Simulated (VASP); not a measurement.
# SnO (P4/nmm) in VASP: single point with PBEsol

Aim: the single point of SnO with PBEsol.

Everything below comes from runs of VASP 6.6.1. Logs are shortened: lines on timing, memory, paths and dates and some standing lists are left out, and cuts for length are marked.

## 1. The cell of the first run

It takes space group P4/nmm (No. 129, tetragonal). Conventional cell: a = 3.901 Å, b = 3.901 Å, c = 4.889 Å, α = 90.00°, β = 90.00°, γ = 90.00°. Within 2.9 Å of Sn (site symmetry 4mm) lie 4 O at 2.20 Å. Within 2.9 Å of O (site symmetry -4m2) lie 4 Sn at 2.20 Å and 4 O at 2.76 Å.

## 2. Single point, PBEsol (strained)

Input file INCAR:

```
ALGO = Normal ; EDIFF = 1E-6
ENCUT = 520 ; GGA = PS
ISIF = 2 ; ISMEAR = 0
LASPH = T ; LCHARG = F
LREAL = F ; LWAVE = F
NBANDS = 28 ; NELM = 60
PREC = Accurate ; SIGMA = 0.1
```

Input file KPOINTS:

```
k-points
0
Gamma
  12 12 10
```

Input file POSCAR:

```
SnO
1.0
    3.9005098200      0.0000000000      0.0000000000
    0.0000000000      3.9005098200      0.0000000000
    0.0000000000      0.0000000000      4.8887607600
Sn O
2 2
Direct
    0.0000000000      0.5000000000      0.2092565434
    0.5000000000      0.0000000000      0.7907434566
    0.0000000000      0.0000000000      0.0000000000
    0.5000000000      0.5000000000      0.0000000000
```

Potentials or basis: VASP PAW PBE potentials, release 64 (Sn_d, O).

Command:

```console
$ cat potpaw_PBE.64/Sn_d/POTCAR potpaw_PBE.64/O/POTCAR > POTCAR
$ mpirun -np 1 vasp_std > vasp.out
```

OUTCAR:

```text
EDIFF = 1E-6
   ENCUT = 520
   GGA = PS
   ISIF = 2
   ISMEAR = 0
   LASPH = T
   LREAL = F
   NELM = 60
   PREC = Accurate

 ion  position               nearest neighbor table
   1  0.000  0.500  0.209-   3 2.20   4 2.20   3 2.20   4 2.20   2 3.43   2 3.43   2 3.43   2 3.43

   2  0.500  0.000  0.791-   3 2.20   4 2.20   4 2.20   3 2.20   1 3.43   1 3.43   1 3.43   1 3.43

   3  0.000  0.000  0.000-   1 2.20   2 2.20   1 2.20   2 2.20
   4  0.500  0.500  0.000-   1 2.20   2 2.20   2 2.20   1 2.20

  LATTYP: Found a simple tetragonal cell.
 ALAT       =     3.9005098200
 C/A-ratio  =     1.2533645563

  Lattice vectors:

 A1 = (   3.9005098200,   0.0000000000,   0.0000000000)
 A2 = (   0.0000000000,   3.9005098200,   0.0000000000)
 A3 = (   0.0000000000,   0.0000000000,   4.8887607600)

Analysis of symmetry for initial positions (statically):
=====================================================================
 Subroutine PRICEL returns:
 Original cell was already a primitive cell.

 Routine SETGRP: Setting up the symmetry group for a
 simple tetragonal supercell.

 Subroutine GETGRP returns: Found 16 space group operations
 (whereof  8 operations were pure point group operations)
 out of a pool of 16 trial point group operations.

The static configuration has the point symmetry D_2d.
 The point group associated with its full space group is D_4h.

Analysis of symmetry for dynamics (positions and initial velocities):
=====================================================================
 Subroutine PRICEL returns:
 Original cell was already a primitive cell.

 Routine SETGRP: Setting up the symmetry group for a
 simple tetragonal supercell.

 Subroutine GETGRP returns: Found 16 space group operations
 (whereof  8 operations were pure point group operations)
 out of a pool of 16 trial point group operations.

The dynamic configuration has the point symmetry D_2d.
 The point group associated with its full space group is D_4h.

 Subroutine INISYM returns: Found 16 space group operations
 (whereof  8 operations are pure point group operations),
 and found     1 'primitive' translations

----------------------------------------------------------------------------------------

                                     Primitive cell

  volume of cell :      74.3775

  direct lattice vectors                    reciprocal lattice vectors
     3.900509820  0.000000000  0.000000000     0.256376742  0.000000000  0.000000000
     0.000000000  3.900509820  0.000000000     0.000000000  0.256376742  0.000000000
     0.000000000  0.000000000  4.888760760     0.000000000  0.000000000  0.204550815

  length of vectors
     3.900509820  3.900509820  4.888760760     0.256376742  0.256376742  0.204550815

  position of ions in fractional coordinates (direct lattice)
     0.000000000  0.500000000  0.209256543
     0.500000000  0.000000000  0.790743457
     0.000000000  0.000000000  0.000000000
     0.500000000  0.500000000  0.000000000

  ion indices of the primitive-cell ions
   primitive index   ion index
                 1           1
                 2           2
                 3           3
                 4           4

----------------------------------------------------------------------------------------

 KPOINTS: k-points

Automatic generation of k-mesh.
 Grid dimensions read from file:
 generate k-points for:   12   12   10

 Generating k-lattice:

  Cartesian coordinates                     Fractional coordinates (reciprocal lattice)
     0.021364729  0.000000000  0.000000000     0.083333333  0.000000000  0.000000000
     0.000000000  0.021364729  0.000000000     0.000000000  0.083333333  0.000000000
     0.000000000  0.000000000  0.020455082     0.000000000  0.000000000  0.100000000

  Length of vectors
     0.021364729  0.021364729  0.020455082

  Shift w.r.t. Gamma in fractional coordinates (k-lattice)
     0.000000000  0.000000000  0.000000000

 Subroutine IBZKPT returns following result:
 ===========================================

 Found    168 irreducible k-points:

 Following reciprocal coordinates:
            Coordinates               Weight
  0.000000  0.000000  0.000000      1.000000
  0.083333  0.000000  0.000000      4.000000
  0.166667  0.000000  0.000000      4.000000
  0.250000  0.000000  0.000000      4.000000
  0.333333  0.000000  0.000000      4.000000
  0.416667  0.000000  0.000000      4.000000
[... 16 lines left out ...]
  0.333333  0.333333  0.000000      4.000000
  0.416667  0.333333  0.000000      8.000000
 [... further k-points ...]
   k-points           NKPTS =    168   k-points in BZ     NKDIM =    168   number of bands    NBANDS=     28
   number of dos      NEDOS =    301   number of ions     NIONS =      4
   total plane-waves  NPLWV =  32400
   dimension x,y,z NGX =    30 NGY =   30 NGZ =   36
   dimension x,y,z NGXF=    60 NGYF=   60 NGZF=   72
   ions per type =               2   2
   NGX,Y,Z   is equivalent  to a cutoff of  12.79, 12.79, 12.24 a.u.
   NGXF,Y,Z  is equivalent  to a cutoff of  25.57, 25.57, 24.48 a.u.
 SYSTEM =  unknown system
   PREC   = accura    normal or accurate (medium, high low for compatibility)
   ISTART =      0    job   : 0-new  1-cont  2-samecut
   ICHARG =      2    charge: 1-file 2-atom 10-const
   ISPIN  =      1    spin polarized calculation?
   LNONCOLLINEAR =      F non collinear calculations
   LSORBIT =      F    spin-orbit coupling
   LASPH  =      T    aspherical Exc in radial PAW
   ENCUT  =  520.0 eV  38.22 Ry    6.18 a.u.   7.25  7.25  9.09*2*pi/ulx,y,z
   NELM   =     60;   NELMIN=  2; NELMDL= -5     # of ELM steps
   EDIFF  = 0.1E-05   stopping-criterion for ELM
   LREAL  =      F    real-space projection
   EDIFFG = 0.1E-04   stopping-criterion for IOM
   NSW    =      0    number of steps for IOM
   IBRION =     -1    ionic relax: 0-MD 1-quasi-New 2-CG
   NFREE  =      0    steps in history (QN), initial steepest desc. (CG)
   ISIF   =      2    stress and relaxation
   ISYM   =      2    0-nonsym 1-usesym 2-fastsym
   POTIM  = 0.5000    time-step for ionic-motion
   TEBEG  =    0.0;   TEEND  =   0.0 temperature during run
   PSTRESS=    0.0 pullay stress
   NELECT =      40.0000    total number of electrons
   NUPDOWN=      -1.0000    fix difference up-down
   EMIN   =  10.00;   EMAX   =-10.00  energy-range for DOS
   EFERMI =   0.00;   METHOD = LEGACY
   ISMEAR =     0;   SIGMA  =   0.10  broadening in eV -4-tet -1-fermi 0-gaus
   EFERMI_NEDOS =   21; number of points for ismear=-14 and -15
   IALGO  =     38    algorithm
   IMIX   =      4    mixing-type and parameters
     AMIX     =   0.40;   BMIX     =  1.00
     AMIX_MAG =   1.60;   BMIX_MAG =  1.00
  volume/ion in A,a.u.               =      18.59       125.48
  Fermi-wavevector in a.u.,A,eV,Ry     =   1.331315  2.515821 24.114978  1.772401
  Thomas-Fermi vector in A             =   2.460336
   LORBIT       =      0    0 simple, 1 ext, 2 COOP (PROOUT), +10 PAW based schemes
   GGA     = PS    functional components
   LHFCALC =     F    Hartree Fock is set to
   AEXX    =    0.0000 exact exchange contribution
   IVDW    =     0    specifies the selected vdW correction
   LEPSILON=     F    determine dielectric tensor
   LRPA    =     F    only Hartree local field effects (RPA)
 non-spin polarized calculation
 Gauss-broadening in eV      SIGMA  =   0.10
  energy-cutoff  :      520.00
  volume of cell :       74.38
 maximum number of plane-waves:      2040
 NGX is ok and might be reduce to    30
   NGX = 15   NGY = 15   NGZ = 19

 number of electron      39.9999989 magnetization

 Free energy of the ion-electron system (eV)
  ---------------------------------------------------
  ext. energy  EPLUGINS =         0.00000000
  ---------------------------------------------------
  free energy    TOTEN  =       -23.95980943 eV

  energy without entropy =      -23.95980943  energy(sigma->0) =      -23.95980943

 E-fermi :   6.5475     XC(G=0): -10.0989

 val. band max:        6.1349148131   @ k =   0.1667   0.1667   0.0000
 cond. band min:       7.0762560291   @ k =   0.0000   0.0000   0.5000
 fundamental gap:      0.9413412160
 Fermi energy:         6.5475176245

 k-point     1 :       0.0000    0.0000    0.0000
  band No.  band energies     occupation
      1     -15.6610      2.00000
      2     -15.0778      2.00000
      3     -15.0778      2.00000
      4     -15.0567      2.00000
      5     -15.0332      2.00000
      6     -15.0236      2.00000
[... 20 lines left out ...]
     27      13.6437      0.00000
     28      13.9698      0.00000

 k-point     2 :       0.0833    0.0000    0.0000
  band No.  band energies     occupation
      1     -15.6556      2.00000
      2     -15.0876      2.00000
      3     -15.0771      2.00000
      4     -15.0747      2.00000
      5     -15.0302      2.00000
      6     -15.0211      2.00000
[... 20 lines left out ...]
     27      13.7653      0.00000
     28      14.4936      0.00000

 k-point     3 :       0.1667    0.0000    0.0000
  band No.  band energies     occupation
      1     -15.6398      2.00000
      2     -15.1627      2.00000
      3     -15.0751      2.00000
      4     -15.0655      2.00000
      5     -15.0209      2.00000
      6     -15.0191      2.00000
[... 20 lines left out ...]
     27      13.9083      0.00000
     28      15.5783      0.00000

 k-point     4 :       0.2500    0.0000    0.0000
  band No.  band energies     occupation
      1     -15.6147      2.00000
      2     -15.2527      2.00000
      3     -15.0720      2.00000
      4     -15.0513      2.00000
      5     -15.0301      2.00000
      6     -15.0060      2.00000
[... 578 lines left out ...]
     27      14.0366      0.00000
     28      14.0366      0.00000

 k-point    23 :       0.3333    0.3333    0.0000
  band No.  band energies     occupation
      1     -15.5472      2.00000
      2     -15.4397      2.00000
      3     -15.0372      2.00000
      4     -15.0198      2.00000
      5     -15.0113      2.00000
      6     -15.0103      2.00000
[... 20 lines left out ...]
     27      13.2580      0.00000
     28      14.5250      0.00000

 k-point    24 :       0.4167    0.3333    0.0000
  band No.  band energies     occupation
      1     -15.5296      2.00000
      2     -15.4757      2.00000
      3     -15.0265      2.00000
      4     -15.0164      2.00000
      5     -15.0157      2.00000
      6     -15.0066      2.00000
[... 20 lines left out ...]
     27      13.4663      0.00000
     28      14.1182      0.00000

 [... further k-points ...]

------------------------ aborting loop because EDIFF is reached ----------------------------------------

  FORCE on cell =-STRESS in cart. coord.  units (eV):
  Direction    XX          YY          ZZ          XY          YZ          ZX
  --------------------------------------------------------------------------------------
  -------------------------------------------------------------------------------------
  Total        0.9126345      0.9126345      2.5855563      0.0000000     -0.0000000      0.0000000
  in kB       19.6592036     19.6592036     55.6958758      0.0000000     -0.0000000      0.0000000
  external PRESSURE =      31.6714277 kB  Pullay stress =       0.0000000 kB

 VOLUME and BASIS-vectors are now :
 -----------------------------------------------------------------------------
  energy-cutoff  :      520.00
  volume of cell :       74.38
      direct lattice vectors                 reciprocal lattice vectors
     3.900509820  0.000000000  0.000000000     0.256376742  0.000000000  0.000000000
     0.000000000  3.900509820  0.000000000     0.000000000  0.256376742  0.000000000
     0.000000000  0.000000000  4.888760760     0.000000000  0.000000000  0.204550815

 POSITION                                       TOTAL-FORCE (eV/Angst)
 -----------------------------------------------------------------------------------
      0.00000      1.95025      1.02301         0.000000      0.000000      1.845351
      1.95025      0.00000      3.86576         0.000000      0.000000     -1.845351
      0.00000      0.00000      0.00000         0.000000     -0.000000      0.000000
      1.95025      1.95025      0.00000         0.000000      0.000000      0.000000
 -----------------------------------------------------------------------------------
    total drift:                                0.000000      0.000000      0.000000

  FREE ENERGIE OF THE ION-ELECTRON SYSTEM (eV)
  ---------------------------------------------------
  free  energy   TOTEN  =       -23.9598094316 eV

  energy  without entropy=      -23.9598094316  energy(sigma->0) =      -23.95980943
```

Run time: 3.4 min. Hardware: 1 thread of Intel Xeon Platinum 8488C (Sapphire Rapids), shared host; peak memory 0.38 GiB.

What came out:

- Free energy: -23.9598 eV
- Pressure: 3.2 GPa
- Largest force: 1.845 eV/Å
- Band gap on the k mesh: 0.94 eV (least direct gap 1.61 eV)

Forces in eV/Å, atoms in the order of the input:
```
Sn   0.000  0.000  1.845
Sn   0.000  0.000 -1.845
O    0.000  0.000  0.000
O    0.000  0.000  0.000
```

Stress tensor (GPa, compression positive):
```
1.97 0.00 0.00
0.00 1.97 0.00
0.00 0.00 5.57
```

Caveat: the cell differs from its parent crystal (strained); the cell stands under pressure; the PAW data sets were made with another functional, which shifts forces and pressure a little; spin-orbit coupling is left out, which moves the levels of the heavy elements.
